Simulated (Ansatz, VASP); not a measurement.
# Ge3N in VASP and in Ansatz

INCAR

```
SYSTEM = Ge3N
PREC = Accurate
ENCUT = 600
EDIFF = 1E-6
ISMEAR = 0
SIGMA = 0.1
LREAL = .FALSE.
LASPH = .TRUE.
NELM = 80
ALGO = Normal
ISIF = 3
LWAVE = .FALSE.
LCHARG = .FALSE.
GGA = PE
IBRION = 2
NSW = 100
EDIFFG = -0.01
```

Contents of KPOINTS:

```
regular mesh
0
G
  12 12 12
  0 0 0
```

The input POSCAR:

```
Ge3N
1.0
    2.6120140120      1.5080469930      3.3701784442
   -2.6120140120      1.5080469930      3.3701784442
    0.0000000000     -3.0160939859      3.3701784442
Ge N
3 1
Direct
    0.5000000000      0.5000000000      0.0000000000
    0.0000000000      0.5000000000      0.5000000000
    0.5000000000      0.0000000000      0.5000000000
    0.5000000000      0.5000000000      0.5000000000
```

Input for Ansatz:

```yaml
crystal:
  lattice:
    - [2.612014012, 1.508046993, 3.3701784442]
    - [-2.612014012, 1.508046993, 3.3701784442]
    - [0.0, -3.0160939859, 3.3701784442]
  atoms:
    - { symbol: Ge, position: [0.5, 0.5, 0.0] }
    - { symbol: Ge, position: [0.0, 0.5, 0.5] }
    - { symbol: Ge, position: [0.5, 0.0, 0.5] }
    - { symbol: "N", position: [0.5, 0.5, 0.5] }
basis:
  ecutwfc: 420
kpoints:
  mp_grid: { grid: [12, 12, 12] }
hamiltonian:
  xc: pbe
scf:
  occupations: { method: gaussian, width: 0.1 }
output:
  forces: true
  stress: true
  eigenvalues: true
relax:
  adjacent_minimum: "off"
  f_tol: 0.01
  max_steps: 80
  cell: { stress_tol: 0.05 }
```

Alike in both runs: task relaxation of cell and atoms; functional PBE; k mesh 12 × 12 × 12; occupations gaussian, width 0.1 eV; no spin polarisation.

|  | VASP | Ansatz |
| --- | --- | --- |
| version | VASP 6.6.1 | Ansatz 0.2.0 |
| potentials or method | VASP PAW PBE potentials, release 64 (Ge_d, N), cutoff 600 eV | scalar-relativistic, plane waves, PAW |
| valence electrons in the cell | 47 | 47 |

```csv
,VASP,Ansatz,Ansatz less VASP
"gap on the k mesh at the Fermi level, each at its own relaxed structure (eV)",none,none,-
relaxed volume (Å³/atom),19.89,19.89,-0.002
relaxed cell length with the largest relative difference (Å),4.530,4.529,-0.0008
```

A gap of «none» marks a metal or a gap that the smearing closes.
